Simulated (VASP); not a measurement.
Runs of VASP 6.6.1 on Rh. The structure is that of space group Im-3m (No. 229), or close to it. The cells are those of the table. 

| cell | k mesh | gap on the mesh (eV) | pressure (GPa) |
| --- | --- | --- | --- |
| a = 2.709 Å, angles 109.5°, 1 atom | 16 × 16 × 16 | none | -7.6 |
| a = 2.673 Å, angles 109.5°, 1 atom | 23 × 23 × 23 | none | 0.1 |
| a = 2.776 Å, angles 109.5°, 1 atom | 16 × 16 × 16 | none | (a) |
| a = 2.673 Å, angles 109.5°, 1 atom | 16 × 16 × 16 | none | 0.1 |
| a = 2.600 Å, angles 109.5°, 1 atom | 16 × 16 × 16 | none | 22.6 |

Alike in all rows: task single point; level revPBE; potentials or basis VASP PAW PBE potentials, release 64 (Rh_pv); no spin polarisation; cutoff (eV) 520; smearing fermi-dirac 0.1 eV.

Q: Fill in the values left out.

A: (a) -18.3.

Caveats: the PAW data sets were made with another functional, which shifts forces and pressure a little.

A k mesh can miss the band edges, and the runs leave out spin-orbit coupling on Rh.

A gap of «none» marks levels without a gap at the run's occupations.
